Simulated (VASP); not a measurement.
# Tl3Mo2O8 (a cell with a defect) in VASP: notebook

The runs below take Tl3Mo2O8 (a cell with a defect) through single point, with LDA.

Everything below comes from runs of VASP 6.6.1. Logs are shortened: lines on timing, memory, paths and dates and some standing lists are left out, and cuts for length are marked.

## Step 1: The cell of the first run

The cell holds a defect, 13 atoms: a = 6.266 Å, b = 6.266 Å, c = 8.103 Å, α = 90.00°, β = 90.00°, γ = 120.00°.

## Step 2: Single point, LDA

Contents of INCAR:

```
  PREC = Accurate
  ENCUT = 520
  EDIFF = 1E-6
  ISMEAR = -1
  SIGMA = 0.05
  LREAL = False
  LASPH = True
  NELM = 120
  ALGO = Normal
  ISIF = 2
  LWAVE = False
  LCHARG = False
  NBANDS = 70
  GGA_COMPAT = False
```

Contents of KPOINTS:

```
regular mesh
0
Gamma
  2 2 2
```

Contents of POSCAR:

```
Tl3Mo2O8
1.0
    6.2660000000      0.0000000000      0.0000000000
   -3.1330000000      5.4265150000      0.0000000000
    0.0000000000      0.0000000000      8.1030000000
Tl Mo O
3 2 8
Direct
    0.0203150791     -0.0157375406      0.5000000000
    0.6425824117      0.3078587270      0.1298531408
    0.3192086320      0.6154041775      0.8511662347
    0.6283902350      0.3305436362      0.6553992349
    0.3340155735      0.6765852485      0.3533752931
    0.4427427316      0.2053067208      0.4587066519
    0.3987599696      0.6068719980      0.5648155004
    0.0054177563      0.6078671118      0.3581636431
    0.2874206225      0.4349753018      0.2185363446
    0.5900915576      0.9300075647      0.2568554856
    0.8609072336      0.2499025618      0.6060101197
    0.4094595631      0.1263241694      0.7962606442
    0.7057551862      0.5825285658      0.7977909416
```

Potentials or basis: VASP PAW LDA potentials, release 64 (Tl_d, Mo_sv, O).

On the command line:

```sh
$ cat potpaw_LDA.64/Tl_d/POTCAR potpaw_LDA.64/Mo_sv/POTCAR potpaw_LDA.64/O/POTCAR > POTCAR
$ mpirun -np 1 vasp_std > vasp.out
```

OUTCAR:

```text
PREC = Accurate
   ENCUT = 520
   EDIFF = 1E-6
   ISMEAR = -1
   LREAL = False
   LASPH = True
   NELM = 120
   ISIF = 2

 ion  position               nearest neighbor table
   1  0.020  0.984  0.500-   6 2.32  11 2.48   8 2.58   4 3.54   5 3.58   4 3.79
   2  0.643  0.308  0.130-  10 2.45   8 2.80   9 2.81   6 2.88  12 3.01   3 4.10
   3  0.319  0.615  0.851-   7 2.38  13 2.57  12 2.99   4 3.59   2 4.10
   4  0.628  0.331  0.655-  12 1.75  11 1.81  13 1.81   6 1.90   1 3.54   3 3.59   1 3.79
   5  0.334  0.677  0.353-   9 1.77  10 1.78   7 1.86   8 1.88   1 3.58
   6  0.443  0.205  0.459-   4 1.90   1 2.32   2 2.88
   7  0.399  0.607  0.565-   5 1.86   3 2.38
   8  0.005  0.608  0.358-   5 1.88   1 2.58   2 2.80
   9  0.287  0.435  0.219-   5 1.77   2 2.81
  10  0.590  0.930  0.257-   5 1.78   2 2.45
  11  0.861  0.250  0.606-   4 1.81   1 2.48
  12  0.409  0.126  0.796-   4 1.75   3 2.99   2 3.01
  13  0.706  0.583  0.798-   4 1.81   3 2.57

  LATTYP: Found a hexagonal cell.
 ALAT       =     6.2660000000
 C/A-ratio  =     1.2931694861

  Lattice vectors:

 A1 = (   6.2660000000,   0.0000000000,   0.0000000000)
 A2 = (  -3.1330000000,   5.4265150000,   0.0000000000)
 A3 = (   0.0000000000,   0.0000000000,   8.1030000000)

Analysis of symmetry for initial positions (statically):
=====================================================================
 Subroutine PRICEL returns:
 Original cell was already a primitive cell.

 Routine SETGRP: Setting up the symmetry group for a
 hexagonal supercell.

 Subroutine GETGRP returns: Found  1 space group operations
 (whereof  1 operations were pure point group operations)
 out of a pool of 24 trial point group operations.

The static configuration has the point symmetry C_1 .

Analysis of symmetry for dynamics (positions and initial velocities):
=====================================================================
 Subroutine PRICEL returns:
 Original cell was already a primitive cell.

 Routine SETGRP: Setting up the symmetry group for a
 hexagonal supercell.

 Subroutine GETGRP returns: Found  1 space group operations
 (whereof  1 operations were pure point group operations)
 out of a pool of 24 trial point group operations.

The dynamic configuration has the point symmetry C_1 .

 Subroutine INISYM returns: Found  1 space group operations
 (whereof  1 operations are pure point group operations),
 and found     1 'primitive' translations

----------------------------------------------------------------------------------------

                                     Primitive cell

  volume of cell :     275.5226

  direct lattice vectors                    reciprocal lattice vectors
     6.266000000  0.000000000  0.000000000     0.159591446  0.092140167  0.000000000
    -3.133000000  5.426515000  0.000000000     0.000000000  0.184280335  0.000000000
     0.000000000  0.000000000  8.103000000     0.000000000  0.000000000  0.123411082

  length of vectors
     6.266000000  6.265999844  8.103000000     0.184280330  0.184280335  0.123411082

  position of ions in fractional coordinates (direct lattice)
     0.020315079  0.984262459  0.500000000
     0.642582412  0.307858727  0.129853141
     0.319208632  0.615404177  0.851166235
     0.628390235  0.330543636  0.655399235
     0.334015573  0.676585248  0.353375293
     0.442742732  0.205306721  0.458706652
     0.398759970  0.606871998  0.564815500
     0.005417756  0.607867112  0.358163643
     0.287420623  0.434975302  0.218536345
     0.590091558  0.930007565  0.256855486
     0.860907234  0.249902562  0.606010120
     0.409459563  0.126324169  0.796260644
     0.705755186  0.582528566  0.797790942

  ion indices of the primitive-cell ions
   primitive index   ion index
                 1           1
                 2           2
                 3           3
                 4           4
                 5           5
                 6           6
                 7           7
                 8           8
                 9           9
                10          10
                11          11
                12          12
                13          13

----------------------------------------------------------------------------------------

 KPOINTS: regular mesh

Automatic generation of k-mesh.
 Grid dimensions read from file:
 generate k-points for:    2    2    2

 Generating k-lattice:

  Cartesian coordinates                     Fractional coordinates (reciprocal lattice)
     0.079795723  0.046070084  0.000000000     0.500000000  0.000000000  0.000000000
     0.000000000  0.092140167  0.000000000     0.000000000  0.500000000  0.000000000
     0.000000000  0.000000000  0.061705541     0.000000000  0.000000000  0.500000000

  Length of vectors
     0.092140165  0.092140167  0.061705541

  Shift w.r.t. Gamma in fractional coordinates (k-lattice)
     0.000000000  0.000000000  0.000000000

 Subroutine IBZKPT returns following result:
 ===========================================

 Found      8 irreducible k-points:

 Following reciprocal coordinates:
            Coordinates               Weight
  0.000000  0.000000  0.000000      1.000000
  0.500000  0.000000  0.000000      1.000000
  0.000000  0.500000  0.000000      1.000000
  0.500000  0.500000  0.000000      1.000000
  0.000000  0.000000  0.500000      1.000000
  0.500000  0.000000  0.500000      1.000000
  0.000000  0.500000  0.500000      1.000000
  0.500000  0.500000  0.500000      1.000000
   k-points           NKPTS =      8   k-points in BZ     NKDIM =      8   number of bands    NBANDS=     70
   number of dos      NEDOS =    301   number of ions     NIONS =     13
   total plane-waves  NPLWV = 138240
   dimension x,y,z NGX =    48 NGY =   48 NGZ =   60
   dimension x,y,z NGXF=    96 NGYF=   96 NGZF=  120
   ions per type =               3   2   8
   NGX,Y,Z   is equivalent  to a cutoff of  12.74, 12.74, 12.31 a.u.
   NGXF,Y,Z  is equivalent  to a cutoff of  25.47, 25.47, 24.62 a.u.
 SYSTEM =  unknown system
   PREC   = accura    normal or accurate (medium, high low for compatibility)
   ISTART =      0    job   : 0-new  1-cont  2-samecut
   ICHARG =      2    charge: 1-file 2-atom 10-const
   ISPIN  =      1    spin polarized calculation?
   LNONCOLLINEAR =      F non collinear calculations
   LSORBIT =      F    spin-orbit coupling
   LASPH  =      T    aspherical Exc in radial PAW
   ENCUT  =  520.0 eV  38.22 Ry    6.18 a.u.  11.65 11.65 15.07*2*pi/ulx,y,z
   NELM   =    120;   NELMIN=  2; NELMDL= -5     # of ELM steps
   EDIFF  = 0.1E-05   stopping-criterion for ELM
   LREAL  =      F    real-space projection
   EDIFFG = 0.1E-04   stopping-criterion for IOM
   NSW    =      0    number of steps for IOM
   IBRION =     -1    ionic relax: 0-MD 1-quasi-New 2-CG
   NFREE  =      0    steps in history (QN), initial steepest desc. (CG)
   ISIF   =      2    stress and relaxation
   ISYM   =      2    0-nonsym 1-usesym 2-fastsym
   POTIM  = 0.5000    time-step for ionic-motion
   TEBEG  =    0.0;   TEEND  =   0.0 temperature during run
   PSTRESS=    0.0 pullay stress
   NELECT =     115.0000    total number of electrons
   NUPDOWN=      -1.0000    fix difference up-down
   EMIN   =  10.00;   EMAX   =-10.00  energy-range for DOS
   EFERMI =   0.00;   METHOD = LEGACY
   ISMEAR =    -1;   SIGMA  =   0.05  broadening in eV -4-tet -1-fermi 0-gaus
   EFERMI_NEDOS =   21; number of points for ismear=-14 and -15
   IALGO  =     38    algorithm
   IMIX   =      4    mixing-type and parameters
     AMIX     =   0.40;   BMIX     =  1.00
     AMIX_MAG =   1.60;   BMIX_MAG =  1.00
  volume/ion in A,a.u.               =      21.19       143.02
  Fermi-wavevector in a.u.,A,eV,Ry     =   1.223456  2.311997 20.365808  1.496845
  Thomas-Fermi vector in A             =   2.358566
   LORBIT       =      0    0 simple, 1 ext, 2 COOP (PROOUT), +10 PAW based schemes
   GGA     = CA    functional components
   LHFCALC =     F    Hartree Fock is set to
   AEXX    =    0.0000 exact exchange contribution
   IVDW    =     0    specifies the selected vdW correction
   LEPSILON=     F    determine dielectric tensor
   LRPA    =     F    only Hartree local field effects (RPA)
 non-spin polarized calculation
  energy-cutoff  :      520.00
  volume of cell :      275.52
 maximum number of plane-waves:      7458
 NGX is ok and might be reduce to    48
   NGX = 23   NGY = 23   NGZ = 31

 number of electron     114.9999998 magnetization

 Free energy of the ion-electron system (eV)
  ---------------------------------------------------
  ext. energy  EPLUGINS =         0.00000000
  ---------------------------------------------------
  free energy    TOTEN  =       -94.49074301 eV

  energy without entropy =      -94.47424510  energy(sigma->0) =      -94.48249405

 E-fermi :   0.8544     XC(G=0):  -9.0101

 val. band max:        0.7578525808   @ k =   0.5000   0.0000   0.5000
 cond. band min:       0.9787670013   @ k =   0.0000   0.0000   0.0000
 fundamental gap:      0.2209144205
 Fermi energy:         0.8544021126

 k-point     1 :       0.0000    0.0000    0.0000
  band No.  band energies     occupation
      1     -60.2859      2.00000
      2     -60.2755      2.00000
      3     -34.9019      2.00000
      4     -34.8027      2.00000
      5     -34.7461      2.00000
      6     -34.6943      2.00000
[... 61 lines left out ...]
     68       5.6583      0.00000
     69       6.0319      0.00000
[... 502 lines left out ...]
     68       5.8440      0.00000
     69       5.9212      0.00000
 [bands above 69 left out]

------------------------ aborting loop because EDIFF is reached ----------------------------------------

  FORCE on cell =-STRESS in cart. coord.  units (eV):
  Direction    XX          YY          ZZ          XY          YZ          ZX
  --------------------------------------------------------------------------------------
  -------------------------------------------------------------------------------------
  Total      -13.0514746     -6.6454060    -15.4119393     -0.5874050     -2.4437450      1.9865050
  in kB      -75.8949586    -38.6433588    -89.6211754     -3.4157886    -14.2104959     11.5516232
  external PRESSURE =     -68.0531642 kB  Pullay stress =       0.0000000 kB

 VOLUME and BASIS-vectors are now :
 -----------------------------------------------------------------------------
  energy-cutoff  :      520.00
  volume of cell :      275.52
      direct lattice vectors                 reciprocal lattice vectors
     6.266000000  0.000000000  0.000000000     0.159591446  0.092140167  0.000000000
    -3.133000000  5.426515000  0.000000000     0.000000000  0.184280335  0.000000000
     0.000000000  0.000000000  8.103000000     0.000000000  0.000000000  0.123411082

 POSITION                                       TOTAL-FORCE (eV/Angst)
 -----------------------------------------------------------------------------------
     -2.95640      5.34111      4.05150        -0.384812      0.144160     -0.060306
      3.06190      1.67060      1.05220        -0.149402      0.328737      0.461215
      0.07210      3.33950      6.89700        -0.009593      0.137143      0.021923
      2.90190      1.79370      5.31070        -0.403196     -1.685032     -0.593264
     -0.02680      3.67150      2.86340        -0.221403     -2.782289      0.761365
      2.13100      1.11410      3.71690         0.099188      0.480674      1.038718
      0.59730      3.29320      4.57670        -0.284172      0.733820     -2.545397
     -1.87050      3.29860      2.90220         1.248072      1.809238     -0.028283
      0.43820      2.36040      1.77080        -0.060865      0.803900      1.117785
      0.78380      5.04670      2.08130        -0.519987     -0.233004      0.499160
      4.61150      1.35610      4.91050        -0.968691      0.593282      1.405971
      2.16990      0.68550      6.45210         0.743141     -0.761568     -0.608010
      2.59720      3.16110      6.46450         0.911720      0.430940     -1.470877
 -----------------------------------------------------------------------------------
    total drift:                               -0.000678      0.000217     -0.000966

  FREE ENERGIE OF THE ION-ELECTRON SYSTEM (eV)
  ---------------------------------------------------
  free  energy   TOTEN  =       -94.4907430108 eV

  energy  without entropy=      -94.4742450964  energy(sigma->0) =      -94.48249405
```

Wall time 6.1 min (1 thread of AMD EPYC 7R13 (Zen 3), shared host); peak memory 0.31 GiB.

What came out:

* Free energy: -94.4907 eV
* Pressure: -6.8 GPa
* Largest force: 2.893 eV/Å
* Band gap on the k mesh: zero (an odd number of electrons rules out a gap without spin polarisation)

Forces in eV/Å, atoms in the order of the input:
```
Tl  -0.385  0.144 -0.060
Tl  -0.149  0.329  0.461
Tl  -0.010  0.137  0.022
Mo  -0.403 -1.685 -0.593
Mo  -0.221 -2.782  0.761
O    0.099  0.481  1.039
O   -0.284  0.734 -2.545
O    1.248  1.809 -0.028
O   -0.061  0.804  1.118
O   -0.520 -0.233  0.499
O   -0.969  0.593  1.406
O    0.743 -0.762 -0.608
O    0.912  0.431 -1.471
```

Levels at points of the mesh, in eV from the Fermi level:
```
           k point  band 54  band 55  band 56  band 57  band 58  band 59  band 60  band 61
(0.00, 0.00, 0.00)    -1.15    -0.79    -0.73    -0.58     0.12     2.57     2.80     3.10
(0.50, 0.00, 0.00)    -0.97    -0.87    -0.58    -0.55    -0.15     2.51     2.87     3.11
(0.00, 0.50, 0.00)    -1.02    -0.94    -0.81    -0.50     0.13     2.58     2.70     3.21
(0.50, 0.50, 0.00)    -1.11    -0.90    -0.80    -0.57    -0.30     2.55     2.88     3.05
(0.00, 0.00, 0.50)    -1.15    -0.91    -0.75    -0.59     0.20     2.57     2.69     2.85
(0.50, 0.00, 0.50)    -1.03    -0.93    -0.56    -0.35    -0.10     2.41     2.61     3.05
(0.00, 0.50, 0.50)    -0.99    -0.93    -0.67    -0.34     0.20     2.53     2.69     2.84
(0.50, 0.50, 0.50)    -0.96    -0.89    -0.81    -0.44    -0.33     2.40     2.75     3.07
```

Caveat: the k points lie up to 0.58 Å⁻¹ apart, too coarse for converged energies and pressures of a metal; the atoms stand as in a frame of molecular dynamics; spin-orbit coupling is left out, which moves the levels of the heavy elements; an odd number of electrons without spin polarisation forces a metal; a magnetic or distorted state may lie lower.

## Step 3: Single point, LDA

Contents of INCAR:

```
SYSTEM = Tl3Mo2O8
PREC     = Accurate       ! precision mode
ENCUT    = 520            ! plane-wave cutoff, eV
EDIFF    = 1E-6           ! SCF threshold, eV
ISMEAR   = -1             ! smearing method
SIGMA    = 0.05           ! smearing width, eV
LREAL    = .FALSE.        ! projectors in reciprocal space
LASPH    = .TRUE.         ! aspherical terms in the spheres
NELM     = 120            ! most SCF steps
ALGO     = Normal         ! electronic algorithm
ISIF     = 2              ! what is computed and relaxed
LWAVE    = .FALSE.        ! write WAVECAR
LCHARG   = .FALSE.        ! write CHGCAR
NBANDS   = 70             ! bands
GGA_COMPAT= .FALSE.
```

Contents of KPOINTS:

```
regular mesh
0
G
  2 2 2
  0 0 0
```

Contents of POSCAR:

```
Tl3Mo2O8
1.0
    6.2660000000      0.0000000000      0.0000000000
   -3.1330000000      5.4265150000      0.0000000000
    0.0000000000      0.0000000000      8.1030000000
Tl Mo O
3 2 8
Direct
   -0.0178099159     -0.0434717309      0.4699864248
    0.6734946299      0.3392969521      0.1437368876
    0.3244529477      0.5786218227      0.8503640627
    0.6157924685      0.3275951508      0.6887325682
    0.3164827358      0.6088990816      0.3522275700
    0.5164187122      0.2367633739      0.4909416266
    0.4536423130      0.6253184595      0.5400592373
    0.0285045973      0.6529236536      0.3715043811
    0.2510935337      0.3559374663      0.2286807355
    0.4757740264      0.8975742258      0.2652104159
    0.8507953056      0.2715555011      0.7266814760
    0.3933742111      0.1319447196      0.8302357152
    0.8108493080      0.6640541858      0.6816981365
```

Potentials or basis: VASP PAW LDA potentials, release 64 (Tl_d, Mo_sv, O).

On the command line:

```sh
$ cat potpaw_LDA.64/Tl_d/POTCAR potpaw_LDA.64/Mo_sv/POTCAR potpaw_LDA.64/O/POTCAR > POTCAR
$ mpirun -np 1 vasp_std > vasp.out
```

Wall time 5.7 min (1 thread of AMD EPYC 7R13 (Zen 3), shared host); peak memory 0.31 GiB.

It converged, with:

```yaml
Free_energy: -93.8112 eV
Pressure: -0.1 GPa
Largest_force: 5.793 eV/Å
Band_gap_on_the_k_mesh: zero (an odd number of electrons rules out a gap without spin polarisation)
```

Forces on the atoms (eV/Å):
```
Tl   0.165  0.029  0.638
Tl  -0.137 -0.374  0.501
Tl  -0.469  0.071 -0.133
Mo   1.114  1.694 -1.053
Mo  -5.438  1.960  0.381
O   -0.686 -1.158 -1.817
O   -0.124 -0.421  1.045
O    2.264 -1.608 -0.208
O    0.626 -0.651 -0.765
O    1.804  0.610 -1.233
O    2.756 -0.710  0.284
O   -1.425  0.027  1.261
O   -0.451  0.531  1.099
```

Stress tensor (GPa, compression positive):
```
-0.56 -0.08  0.14
-0.08 -1.30  1.43
 0.14  1.43  1.53
```

Levels at points of the mesh, in eV from the Fermi level:
| k point | band 53 | band 54 | band 55 | band 56 | band 57 | band 58 | band 59 | band 60 | band 61 | band 62 |
| --- | --- | --- | --- | --- | --- | --- | --- | --- | --- | --- |
| (0.00, 0.00, 0.00) | -0.91 | -0.81 | -0.60 | -0.54 | -0.31 | 0.11 | 2.94 | 3.03 | 3.53 | 3.70 |
| (0.50, 0.00, 0.00) | -1.00 | -0.86 | -0.74 | -0.60 | -0.28 | -0.15 | 2.85 | 3.09 | 3.32 | 3.93 |
| (0.00, 0.50, 0.00) | -0.95 | -0.71 | -0.67 | -0.55 | -0.35 | 0.10 | 2.64 | 3.11 | 3.32 | 3.64 |
| (0.50, 0.50, 0.00) | -0.87 | -0.71 | -0.65 | -0.53 | -0.49 | 0.04 | 2.88 | 2.98 | 3.33 | 3.54 |
| (0.00, 0.00, 0.50) | -0.92 | -0.83 | -0.76 | -0.52 | -0.25 | -0.10 | 2.90 | 2.96 | 3.49 | 3.77 |
| (0.50, 0.00, 0.50) | -0.90 | -0.79 | -0.72 | -0.58 | -0.29 | -0.26 | 2.77 | 2.98 | 3.33 | 3.71 |
| (0.00, 0.50, 0.50) | -0.89 | -0.70 | -0.67 | -0.54 | -0.28 | 0.11 | 2.50 | 2.98 | 3.34 | 3.67 |
| (0.50, 0.50, 0.50) | -0.89 | -0.73 | -0.63 | -0.58 | -0.53 | -0.01 | 2.77 | 2.86 | 2.93 | 3.76 |

Caveat: the k points lie up to 0.58 Å⁻¹ apart, too coarse for converged energies and pressures of a metal; the atoms stand as in a frame of molecular dynamics; spin-orbit coupling is left out, which moves the levels of the heavy elements; an odd number of electrons without spin polarisation forces a metal; a magnetic or distorted state may lie lower.
